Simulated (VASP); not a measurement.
Sr, 4 atoms in the cell. The structure is tetragonal, space group I-4 (No. 82). Conventional cell: a = 8.039 Å, b = 8.039 Å, c = 7.129 Å, α = 90.00°, β = 90.00°, γ = 90.00°. Sr (site symmetry 1) has 11 Sr at 3.65 to 4.42 Å within 4.8 Å.  This cell differs from its parent crystal: strained and its atoms moved.

| Property | Result |
| --- | --- |
| Program | VASP 6.6.1 |
| Task | single point |
| Functional | PBE |
| Potentials or basis | VASP PAW PBE potentials, release 64 (Sr_sv) |
| Cutoff | 520 eV |
| k mesh | 8 × 8 × 8 |
| Occupations | gaussian, width 0.1 eV |
| Spin | no spin polarisation |
| Dipole correction | no |
| Further INCAR settings | ALGO = Fast; EDIFF = 1e-06; NBANDS = 28 |

Potentials or basis: VASP PAW PBE potentials, release 64 (Sr_sv).

The run is started by

```bash
$ cat potpaw_PBE.64/Sr_sv/POTCAR > POTCAR
$ mpirun -np 1 vasp_std > vasp.out
```

Hardware: 1 thread of Intel(R) Xeon(R) 6975P-C (Granite Rapids), on a shared host.

Question: Estimate the wall time of this run.

Answer: Wall time 6.5 min on 1 thread of Intel(R) Xeon(R) 6975P-C (Granite Rapids) (shared host), peak memory 0.59 GiB. Counts: scf iterations 19, k points 78.
